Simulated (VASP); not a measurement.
Wanted: the native input for a VASP 6.6.1 run.

| Item | Value |
| --- | --- |
| Task | single point |
| Functional | r2SCAN |
| Potentials or basis | VASP PAW PBE potentials, release 64 (Hg, Te) |
| Cutoff | 520 eV |
| k mesh | 6 × 6 × 4 |
| Occupations | fermi-dirac, width 0.02 eV |
| Spin | no spin polarisation |
| Dipole correction | no |
| Further INCAR settings | ALGO = Normal; EDIFF = 1e-06; NBANDS = 26 |

The system is HgTe.

```xyz
4
Lattice="4.5957 0.0000 0.0000 -2.2979 3.9800 0.0000 0.0000 0.0000 7.5475" Properties=species:S:1:pos:R:3 pbc="T T T"
Hg    0.0000    2.6533    0.0038
Hg    2.2979    1.3267    3.7775
Te    0.0000    2.6533    2.8265
Te    2.2979    1.3267    6.6003
```

These files were run (other wordings do the same):

POSCAR

```
HgTe
1.0
    4.5957062383      0.0000000000      0.0000000000
   -2.2978531191      3.9799983507      0.0000000000
    0.0000000000      0.0000000000      7.5474811579
Hg Te
2 2
Direct
    0.3333333333      0.6666666667      0.0004981612
    0.6666666667      0.3333333333      0.5004981612
    0.3333333333      0.6666666667      0.3745018388
    0.6666666667      0.3333333333      0.8745018388
```

INCAR.step1

```
ALGO = Normal
EDIFF = 1E-4
ENCUT = 520
GGA = PE
ISMEAR = -1
LASPH = True
LCHARG = False
LREAL = False
LWAVE = True
NBANDS = 26
NELM = 60
PREC = Accurate
SIGMA = 0.02
```

INCAR.step2

```
ALGO = Normal
EDIFF = 1E-6
ENCUT = 520
ISIF = 2
ISMEAR = -1
ISTART = 1
LASPH = True
LCHARG = False
LMIXTAU = True
LREAL = False
LWAVE = False
METAGGA = R2SCAN
NBANDS = 26
NELM = 60
PREC = Accurate
SIGMA = 0.02
```

KPOINTS

```
k-points
0
Gamma
  6 6 4
```

Potentials or basis: VASP PAW PBE potentials, release 64 (Hg, Te).

Launch:

```console
$ cat potpaw_PBE.64/Hg/POTCAR potpaw_PBE.64/Te/POTCAR > POTCAR
$ cp INCAR.step1 INCAR
$ mpirun -np 1 vasp_std > vasp.out
$ cp INCAR.step2 INCAR
$ mpirun -np 1 vasp_std > vasp.out
```

Results of the run:

```yaml
Pressure: 1.4 GPa
Largest_force: 0.006 eV/Å
Band_gap_on_the_k_mesh: zero (filled and empty bands touch)
```

Caveat: semilocal functionals underestimate gaps, so a narrow gap can read as zero; the PAW data sets were made with another functional, which shifts forces and pressure a little; spin-orbit coupling is left out, which moves the levels of the heavy elements.

Wall time 110 s on 1 thread of Intel(R) Xeon(R) 6975P-C (Granite Rapids), on a shared host, peak memory 0.31 GiB.
